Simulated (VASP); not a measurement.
# PtS2 (P4_2/mnm) in VASP: a series of runs

The runs below take PtS2 through single point, relaxation of cell and atoms, with PBE.

Everything below comes from runs of VASP 6.6.1. Logs are shortened: lines on timing, memory, paths and dates and some standing lists are left out, and cuts for length are marked.

## (1) The cell of the first run

It takes space group P4_2/mnm (No. 136, tetragonal). The conventional cell has a = 5.448 Å, b = 5.448 Å, c = 3.827 Å, α = 90.00°, β = 90.00°, γ = 90.00°. Pt (site symmetry mmm) has 6 S at 2.40 Å within 3.2 Å. S (site symmetry m2m) has 3 Pt at 2.40 Å and 1 S at 2.91 Å within 3.2 Å.

## (2) Single point, PBE

The input, INCAR:

```
SYSTEM = PtS2
ALGO = Normal ; EDIFF = 1E-6
ENCUT = 520 ; GGA = PE
ISIF = 2 ; ISMEAR = 0
LASPH = .TRUE. ; LCHARG = .FALSE.
LREAL = .FALSE. ; LWAVE = .FALSE.
NBANDS = 31 ; NELM = 80
PREC = Accurate ; SIGMA = 0.1
```

The input, KPOINTS:

```
k-points
0
G
  4 4 4
  0 0 0
```

The input, POSCAR:

```
PtS2
1.0
    5.4477227416      0.0000000000      0.0000000000
    0.0000000000      5.4477227416      0.0000000000
    0.0000000000      0.0000000000      3.8267566238
Pt S
2 4
Direct
    0.0000000000      0.0000000000      0.0000000000
    0.5000000000      0.5000000000      0.5000000000
    0.6891112177      0.3108887823      0.0000000000
    0.3108887823      0.6891112177      0.0000000000
    0.1891112177      0.1891112177      0.5000000000
    0.8108887823      0.8108887823      0.5000000000
```

Potentials or basis: VASP PAW PBE potentials, release 64 (Pt, S).

Launch:

```bash
$ cat potpaw_PBE.64/Pt/POTCAR potpaw_PBE.64/S/POTCAR > POTCAR
$ mpirun -np 1 vasp_std > vasp.out
```

OUTCAR:

```text
SYSTEM = PtS2
   EDIFF = 1E-6
   ENCUT = 520
   GGA = PE
   ISIF = 2
   ISMEAR = 0
   LASPH = .TRUE.
   LREAL = .FALSE.
   NELM = 80
   PREC = Accurate

 ion  position               nearest neighbor table
   1  0.000  0.000  0.000-   3 2.40   4 2.40   5 2.40   6 2.40   5 2.40   6 2.40
   2  0.500  0.500  0.500-   5 2.40   6 2.40   3 2.40   4 2.40   3 2.40   4 2.40
   3  0.689  0.311  0.000-   1 2.40   2 2.40   2 2.40
   4  0.311  0.689  0.000-   1 2.40   2 2.40   2 2.40
   5  0.189  0.189  0.500-   2 2.40   1 2.40   1 2.40
   6  0.811  0.811  0.500-   2 2.40   1 2.40   1 2.40

  LATTYP: Found a simple tetragonal cell.
 ALAT       =     5.4477227416
 C/A-ratio  =     0.7024506946

  Lattice vectors:

 A1 = (   5.4477227416,   0.0000000000,   0.0000000000)
 A2 = (   0.0000000000,   5.4477227416,   0.0000000000)
 A3 = (   0.0000000000,   0.0000000000,   3.8267566238)

Analysis of symmetry for initial positions (statically):
=====================================================================
 Subroutine PRICEL returns:
 Original cell was already a primitive cell.

 Routine SETGRP: Setting up the symmetry group for a
 simple tetragonal supercell.

 Subroutine GETGRP returns: Found 16 space group operations
 (whereof  8 operations were pure point group operations)
 out of a pool of 16 trial point group operations.

The static configuration has the point symmetry D_2h.
 The point group associated with its full space group is D_4h.

Analysis of symmetry for dynamics (positions and initial velocities):
=====================================================================
 Subroutine PRICEL returns:
 Original cell was already a primitive cell.

 Routine SETGRP: Setting up the symmetry group for a
 simple tetragonal supercell.

 Subroutine GETGRP returns: Found 16 space group operations
 (whereof  8 operations were pure point group operations)
 out of a pool of 16 trial point group operations.

The dynamic configuration has the point symmetry D_2h.
 The point group associated with its full space group is D_4h.

 Subroutine INISYM returns: Found 16 space group operations
 (whereof  8 operations are pure point group operations),
 and found     1 'primitive' translations

----------------------------------------------------------------------------------------

                                     Primitive cell

  volume of cell :     113.5693

  direct lattice vectors                    reciprocal lattice vectors
     5.447722742  0.000000000  0.000000000     0.183562939  0.000000000  0.000000000
     0.000000000  5.447722742  0.000000000     0.000000000  0.183562939  0.000000000
     0.000000000  0.000000000  3.826756624     0.000000000  0.000000000  0.261317899

  length of vectors
     5.447722742  5.447722742  3.826756624     0.183562939  0.183562939  0.261317899

  position of ions in fractional coordinates (direct lattice)
     0.000000000  0.000000000  0.000000000
     0.500000000  0.500000000  0.500000000
     0.689111218  0.310888782  0.000000000
     0.310888782  0.689111218  0.000000000
     0.189111218  0.189111218  0.500000000
     0.810888782  0.810888782  0.500000000

  ion indices of the primitive-cell ions
   primitive index   ion index
                 1           1
                 2           2
                 3           3
                 4           4
                 5           5
                 6           6

----------------------------------------------------------------------------------------

 KPOINTS: k-points

Automatic generation of k-mesh.
 Grid dimensions read from file:
 generate k-points for:    4    4    4

 Generating k-lattice:

  Cartesian coordinates                     Fractional coordinates (reciprocal lattice)
     0.045890735  0.000000000  0.000000000     0.250000000  0.000000000  0.000000000
     0.000000000  0.045890735  0.000000000     0.000000000  0.250000000  0.000000000
     0.000000000  0.000000000  0.065329475     0.000000000  0.000000000  0.250000000

  Length of vectors
     0.045890735  0.045890735  0.065329475

  Shift w.r.t. Gamma in fractional coordinates (k-lattice)
     0.000000000  0.000000000  0.000000000

 Subroutine IBZKPT returns following result:
 ===========================================

 Found     18 irreducible k-points:

 Following reciprocal coordinates:
            Coordinates               Weight
  0.000000  0.000000  0.000000      1.000000
  0.250000  0.000000  0.000000      4.000000
  0.500000  0.000000  0.000000      2.000000
  0.250000  0.250000  0.000000      4.000000
  0.500000  0.250000  0.000000      4.000000
  0.500000  0.500000  0.000000      1.000000
[... 10 lines left out ...]
  0.500000  0.250000  0.500000      4.000000
  0.500000  0.500000  0.500000      1.000000
   k-points           NKPTS =     18   k-points in BZ     NKDIM =     18   number of bands    NBANDS=     31
   number of dos      NEDOS =    301   number of ions     NIONS =      6
   total plane-waves  NPLWV =  49392
   dimension x,y,z NGX =    42 NGY =   42 NGZ =   28
   dimension x,y,z NGXF=    84 NGYF=   84 NGZF=   56
   ions per type =               2   4
   NGX,Y,Z   is equivalent  to a cutoff of  12.82, 12.82, 12.16 a.u.
   NGXF,Y,Z  is equivalent  to a cutoff of  25.63, 25.63, 24.33 a.u.
 SYSTEM =  PtS2
   PREC   = accura    normal or accurate (medium, high low for compatibility)
   ISTART =      0    job   : 0-new  1-cont  2-samecut
   ICHARG =      2    charge: 1-file 2-atom 10-const
   ISPIN  =      1    spin polarized calculation?
   LNONCOLLINEAR =      F non collinear calculations
   LSORBIT =      F    spin-orbit coupling
   LASPH  =      T    aspherical Exc in radial PAW
   ENCUT  =  520.0 eV  38.22 Ry    6.18 a.u.  10.13 10.13  7.12*2*pi/ulx,y,z
   NELM   =     80;   NELMIN=  2; NELMDL= -5     # of ELM steps
   EDIFF  = 0.1E-05   stopping-criterion for ELM
   LREAL  =      F    real-space projection
   EDIFFG = 0.1E-04   stopping-criterion for IOM
   NSW    =      0    number of steps for IOM
   IBRION =     -1    ionic relax: 0-MD 1-quasi-New 2-CG
   NFREE  =      0    steps in history (QN), initial steepest desc. (CG)
   ISIF   =      2    stress and relaxation
   ISYM   =      2    0-nonsym 1-usesym 2-fastsym
   POTIM  = 0.5000    time-step for ionic-motion
   TEBEG  =    0.0;   TEEND  =   0.0 temperature during run
   PSTRESS=    0.0 pullay stress
   NELECT =      44.0000    total number of electrons
   NUPDOWN=      -1.0000    fix difference up-down
   EMIN   =  10.00;   EMAX   =-10.00  energy-range for DOS
   EFERMI =   0.00;   METHOD = LEGACY
   ISMEAR =     0;   SIGMA  =   0.10  broadening in eV -4-tet -1-fermi 0-gaus
   EFERMI_NEDOS =   21; number of points for ismear=-14 and -15
   IALGO  =     38    algorithm
   IMIX   =      4    mixing-type and parameters
     AMIX     =   0.40;   BMIX     =  1.00
     AMIX_MAG =   1.60;   BMIX_MAG =  1.00
  volume/ion in A,a.u.               =      18.93       127.73
  Fermi-wavevector in a.u.,A,eV,Ry     =   1.193453  2.255300 19.379198  1.424331
  Thomas-Fermi vector in A             =   2.329467
   LORBIT       =      0    0 simple, 1 ext, 2 COOP (PROOUT), +10 PAW based schemes
   GGA     = PE    functional components
   LHFCALC =     F    Hartree Fock is set to
   AEXX    =    0.0000 exact exchange contribution
   IVDW    =     0    specifies the selected vdW correction
   LEPSILON=     F    determine dielectric tensor
   LRPA    =     F    only Hartree local field effects (RPA)
 non-spin polarized calculation
 Gauss-broadening in eV      SIGMA  =   0.10
  energy-cutoff  :      520.00
  volume of cell :      113.57
 maximum number of plane-waves:      3088
 NGX is ok and might be reduce to    42
   NGX = 21   NGY = 21   NGZ = 15

 number of electron      43.9999992 magnetization

 Free energy of the ion-electron system (eV)
  ---------------------------------------------------
  ext. energy  EPLUGINS =         0.00000000
  ---------------------------------------------------
  free energy    TOTEN  =       -28.87447267 eV

  energy without entropy =      -28.83979711  energy(sigma->0) =      -28.85713489

 E-fermi :   6.0261     XC(G=0): -10.5232

 val. band max:        6.0080662718   @ k =   0.5000   0.2500   0.0000
 cond. band min:       6.0292625510   @ k =   0.2500   0.2500   0.0000
 fundamental gap:      0.0211962792
 Fermi energy:         6.0261316572

 k-point     1 :       0.0000    0.0000    0.0000
  band No.  band energies     occupation
      1      -8.7701      2.00000
      2      -7.0886      2.00000
      3      -6.2418      2.00000
      4      -6.2418      2.00000
      5      -1.8166      2.00000
      6      -1.0975      2.00000
[... 23 lines left out ...]
     30      11.5765      0.00000
     31      12.4932      0.00000

 k-point     2 :       0.2500    0.0000    0.0000
  band No.  band energies     occupation
      1      -8.5592      2.00000
      2      -7.3268      2.00000
      3      -6.3976      2.00000
      4      -6.3015      2.00000
      5      -1.2428      2.00000
      6      -0.8297      2.00000
[... 23 lines left out ...]
     30      12.1206      0.00000
     31      13.3820      0.00000

 k-point     3 :       0.5000    0.0000    0.0000
  band No.  band energies     occupation
      1      -7.9870      2.00000
      2      -7.9870      2.00000
      3      -6.4104      2.00000
      4      -6.4104      2.00000
      5      -0.4825      2.00000
      6      -0.4825      2.00000
[... 23 lines left out ...]
     30      12.8461      0.00000
     31      14.5085      0.00000

 k-point     4 :       0.2500    0.2500    0.0000
  band No.  band energies     occupation
      1      -8.3891      2.00000
      2      -7.4985      2.00000
      3      -6.4387      2.00000
      4      -6.3496      2.00000
      5      -1.4115      2.00000
      6      -0.4492      2.00000
[... 431 lines left out ...]
     30      14.1332      0.00000
     31      14.7722      0.00000

 k-point    17 :       0.5000    0.2500    0.5000
  band No.  band energies     occupation
      1      -7.0586      2.00000
      2      -7.0586      2.00000
      3      -6.7386      2.00000
      4      -6.7386      2.00000
      5      -0.8265      2.00000
      6      -0.8265      2.00000
[... 23 lines left out ...]
     30      13.2247      0.00000
     31      15.0861      0.00000

 k-point    18 :       0.5000    0.5000    0.5000
  band No.  band energies     occupation
      1      -7.1065      2.00000
      2      -7.1065      2.00000
      3      -6.6511      2.00000
      4      -6.6511      2.00000
      5      -0.9526      2.00000
      6      -0.9526      2.00000
[... 23 lines left out ...]
     30      12.5089      0.00000
     31      14.6997      0.00000

------------------------ aborting loop because EDIFF is reached ----------------------------------------

  FORCE on cell =-STRESS in cart. coord.  units (eV):
  Direction    XX          YY          ZZ          XY          YZ          ZX
  --------------------------------------------------------------------------------------
  -------------------------------------------------------------------------------------
  Total       -0.2420114     -0.2420114     -0.3608541      0.0000000      0.0000000      0.0000000
  in kB       -3.4141732     -3.4141732     -5.0907450      0.0000000      0.0000000      0.0000000
  external PRESSURE =      -3.9730304 kB  Pullay stress =       0.0000000 kB

 VOLUME and BASIS-vectors are now :
 -----------------------------------------------------------------------------
  energy-cutoff  :      520.00
  volume of cell :      113.57
      direct lattice vectors                 reciprocal lattice vectors
     5.447722742  0.000000000  0.000000000     0.183562939  0.000000000  0.000000000
     0.000000000  5.447722742  0.000000000     0.000000000  0.183562939  0.000000000
     0.000000000  0.000000000  3.826756624     0.000000000  0.000000000  0.261317899

 POSITION                                       TOTAL-FORCE (eV/Angst)
 -----------------------------------------------------------------------------------
      0.00000      0.00000      0.00000         0.000000      0.000000      0.000000
      2.72386      2.72386      1.91338         0.000000      0.000000      0.000000
      3.75409      1.69364      0.00000        -0.006994      0.006994      0.000000
      1.69364      3.75409      0.00000         0.006994     -0.006994     -0.000000
      1.03023      1.03023      1.91338        -0.006994     -0.006994     -0.000000
      4.41750      4.41750      1.91338         0.006994      0.006994      0.000000
 -----------------------------------------------------------------------------------
    total drift:                               -0.000000     -0.000000     -0.000000

  FREE ENERGIE OF THE ION-ELECTRON SYSTEM (eV)
  ---------------------------------------------------
  free  energy   TOTEN  =       -28.8744726726 eV

  energy  without entropy=      -28.8397971065  energy(sigma->0) =      -28.85713489
```

Run time: 74 s. Hardware: 1 thread of AMD EPYC 7R43 (Zen 3), shared host; peak memory 0.19 GiB.

Results:

| Item | Value |
| --- | --- |
| Free energy | -28.8745 eV |
| Pressure | -0.4 GPa |
| Largest force | 0.010 eV/Å |
| Band gap on the k mesh | zero (band 22 reaches 6.24 eV, above the bottom of band 23 at 5.87 eV) |

Forces on the atoms (eV/Å):
```
Pt   0.000  0.000  0.000
Pt   0.000  0.000  0.000
S   -0.007  0.007  0.000
S    0.007 -0.007  0.000
S   -0.007 -0.007  0.000
S    0.007  0.007  0.000
```

Caveat: the k points lie up to 0.41 Å⁻¹ apart; spin-orbit coupling is left out, which moves the levels of the heavy elements.

(Part 1 of 2 ends here.)
